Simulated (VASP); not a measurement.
# WS2: single point with PBE

The system is WS2.

```
W S
1.0
     3.16995    0.00000    0.00000
    -1.58497    2.74525    0.00000
     0.00000    0.00000   12.86580
W S
2 4
Direct
  0.33333 0.66667 0.25000
  0.66667 0.33333 0.75000
  0.66667 0.33333 0.37164
  0.66667 0.33333 0.12836
  0.33333 0.66667 0.87164
  0.33333 0.66667 0.62836
```

This cell differs from its parent crystal: uniaxial z strain +3.0%.

* Program: VASP 6.6.1
* Task: single point
* Functional: PBE
* Potentials or basis: VASP PAW PBE potentials, release 64 (W_sv, S)
* Cutoff: 500 eV
* k mesh: 12 × 12 × 2
* Occupations: fermi-dirac, width 0.02 eV
* Spin: no spin polarisation

| Property | Result |
| --- | --- |
| Pressure | 2.7 GPa |
| Largest force | 0.195 eV/Å |
| Band gap on the k mesh | 1.21 eV, indirect (least direct gap 1.80 eV) |

Forces in eV/Å, atoms in the order of the input:
```
W    0.000  0.000  0.000
W    0.000  0.000  0.000
S    0.000  0.000  0.195
S    0.000  0.000 -0.195
S    0.000  0.000  0.195
S    0.000  0.000 -0.195
```

Stress tensor (GPa, compression positive):
```
2.48 0.00 0.00
0.00 2.48 0.00
0.00 0.00 3.04
```

Levels at points of the mesh, in eV from the valence-band top:
```csv
k point,band 24,band 25,band 26,band 27,band 28,band 29
"(0.00, 0.00, 0.00)",-1.70,-0.97,0.00,2.41,2.41,2.41
"(0.50, 0.00, 0.00)",-1.72,-1.52,-1.41,2.39,2.41,2.74
"(0.00, 0.00, 0.50)",-2.13,-0.30,-0.30,2.41,2.41,2.41
"(0.50, 0.00, 0.50)",-1.78,-1.46,-1.46,2.40,2.40,2.85
```

Wall time 52 s on 1 thread of Intel(R) Xeon(R) 6975P-C (Granite Rapids), on a shared host, peak memory 0.27 GiB.

Caveat: the cell differs from its parent crystal (uniaxial z strain +3.0%); spin-orbit coupling is left out, which moves the levels of the heavy elements; this functional lacks dispersion, which binds the layers, so the pressure and a relaxed spacing across them are unreliable. A k mesh can miss the band edges.
